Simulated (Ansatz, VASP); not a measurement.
**Cr: VASP beside Ansatz**

```
Cr
1.0
    -1.42392    1.42392    1.42392
     1.42392   -1.42392    1.42392
     1.42392    1.42392   -1.42392
Cr
1
Direct
  0.00000 0.00000 0.00000
```

Alike in both runs: task relaxation of cell and atoms; functional PBE; dispersion D3(BJ); k mesh 20 × 20 × 20; occupations gaussian, width 0.1 eV; no spin polarisation.

|  | VASP | Ansatz |
| --- | --- | --- |
| version | VASP 6.6.1 | Ansatz 0.2.0 |
| potentials or method | VASP PAW PBE potentials, release 64 (Cr_pv), cutoff 500 eV | scalar-relativistic, plane waves, PAW |
| valence electrons in the cell | 12 | 14 |

```csv
,VASP,Ansatz,Ansatz less VASP
"gap on the k mesh at the Fermi level, each at its own relaxed structure (eV)",none,none,-
relaxed volume (Å³/atom),11.21,11.23,+0.026
relaxed cell length with the largest relative difference (Å),2.442,2.444,+0.0019
```

A gap of «none» marks a metal or a gap that the smearing closes. VASP's potentials hold 12 valence electrons a cell and Ansatz's 14, so a difference there can come from the potentials and not from the codes.
